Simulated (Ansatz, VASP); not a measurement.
**SiO2: VASP beside Ansatz**

The input INCAR:

```
SYSTEM = SiO2
  ALGO = Normal
  EDIFF = 1E-6
  ENCUT = 520
  GGA = PS
  ISIF = 2
  ISMEAR = -1
  LASPH = .TRUE.
  LCHARG = .FALSE.
  LREAL = .FALSE.
  LWAVE = .FALSE.
  NBANDS = 25
  NELM = 60
  PREC = Accurate
  SIGMA = 0.03
```

File KPOINTS:

```
k-points
0
G
  7 7 7
  0 0 0
```

The input POSCAR:

```
SiO2
1.0
   -2.3740500000      2.3740500000      3.7065600000
    2.3740500000     -2.3740500000      3.7065600000
    2.3740500000      2.3740500000     -3.7065600000
Si O
2 4
Direct
    0.0000000000      0.0000000000      0.0000000000
    0.7500000000      0.2500000000      0.5000000000
    0.9983800000      0.6250000000      0.8733800000
    0.3750000000      0.2483800000      0.3733800000
    0.7516200000      0.1250000000      0.1266200000
    0.8750000000      0.0016200000      0.6266200000
```

Input for Ansatz:

```yaml
crystal:
  lattice:
    - [-2.37405, 2.37405, 3.70656]
    - [2.37405, -2.37405, 3.70656]
    - [2.37405, 2.37405, -3.70656]
  atoms:
    - { symbol: Si, position: [0.0, 0.0, 0.0] }
    - { symbol: Si, position: [0.75, 0.25, 0.5] }
    - { symbol: O, position: [0.99838, 0.625, 0.87338] }
    - { symbol: O, position: [0.375, 0.24838, 0.37338] }
    - { symbol: O, position: [0.75162, 0.125, 0.12662] }
    - { symbol: O, position: [0.875, 0.00162, 0.62662] }
kpoints:
  mp_grid: { grid: [7, 7, 7] }
  band_path:
    path:
      - [0.0, 0.0, 0.0]
      - [0.0, 0.0, 0.5]
      - [0.25, 0.25, 0.25]
      - [0.0, 0.5, 0.0]
      - [0.0, 0.0, 0.0]
      - [0.5, 0.5, -0.5]
      - [0.3525599173, 0.6474400827, -0.3525599173]
      - [-0.3525599173, 0.3525599173, 0.3525599173]
      - [0.0, 0.0, 0.0]
    npoints: 5
scf:
  occupations: { method: fermi_dirac, width: 0.03 }
hamiltonian:
  xc: pbesol
  pseudopotentials: { kind: all_electron, lapw: { basis_error: 0.001 } }
output:
  forces: true
  stress: true
  eigenvalues: true
```

Change from the starting cell: zz strain of -1 %.

Alike in both runs: task single point; functional PBEsol; k mesh 7 × 7 × 7; occupations fermi-dirac, width 0.03 eV; no spin polarisation.

|  | VASP | Ansatz |
| --- | --- | --- |
| version | VASP 6.6.1 | Ansatz 0.2.0 |
| potentials or method | VASP PAW PBE potentials, release 64 (Si, O), cutoff 520 eV | all-electron LAPW, scalar-relativistic |

Ansatz gave:

| Quantity | Value |
| --- | --- |
| gap on the k mesh at the Fermi level (eV) | 6.07 |
| pressure (GPa) | 2.8 |
| traceless stress, the component that is largest in VASP (GPa) | -0.97 |
| rms of the force components (eV/Å) | 0.050 |

Problem. Which values does VASP return?

Solution. gap on the k mesh at the Fermi level (eV): 6.05; pressure (GPa): 3.5; traceless stress, the component that is largest in VASP (GPa): -0.90; rms of the force components (eV/Å): 0.069.

VASP's potentials were made for PBE, not for PBEsol. Atom by atom the forces differ by 0.019 eV/Å (rms over components). Ansatz ran all-electron here, and VASP with PAW potentials.
